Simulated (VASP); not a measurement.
Input of a VASP 6.6.1 run:

The input INCAR:

```
  PREC = Accurate
  ENCUT = 520
  EDIFF = 1E-6
  ISMEAR = 0
  SIGMA = 0.15
  LREAL = False
  LASPH = True
  NELM = 80
  ALGO = Normal
  ISIF = 2
  LWAVE = False
  LCHARG = False
  GGA = CA
  NBANDS = 50
```

The input KPOINTS:

```
Automatic mesh
0
Gamma
  9 9 8
```

The input POSCAR:

```
Ta2N
1.0
    5.3004953848      0.0000000000      0.0000000000
   -2.6502476924      4.5903636559      0.0000000000
    0.0000000000      0.0000000000      4.7524241620
Ta N
6 3
Direct
    0.7027876405      0.7027876405      0.7526041962
    0.0000000000      0.2972123595      0.7526041962
    0.2972123595      0.0000000000      0.7526041962
    0.2972123595      0.2972123595      0.2473958038
    0.0000000000      0.7027876405      0.2473958038
    0.7027876405      0.0000000000      0.2473958038
    0.6666666667      0.3333333333      0.5000000000
    0.3333333333      0.6666666667      0.5000000000
    0.0000000000      0.0000000000      0.0000000000
```

Potentials or basis: VASP PAW LDA potentials, release 64 (Ta_pv, N).

Command:

```bash
$ cat potpaw_LDA.64/Ta_pv/POTCAR potpaw_LDA.64/N/POTCAR > POTCAR
$ mpirun -np 1 vasp_std > vasp.out
```

Question: What does it give for the pressure?

Answer: 16.5 GPa.

Question: Estimate the largest force.

Answer: 6.682 eV/Å.

Stress tensor (GPa, compression positive):
```
14.16  0.00  0.00
 0.00 14.16  0.00
 0.00  0.00 21.08
```

Caveat: forces of over 1 eV/Å act on the atoms, so gaps and moduli don't describe the material at rest.
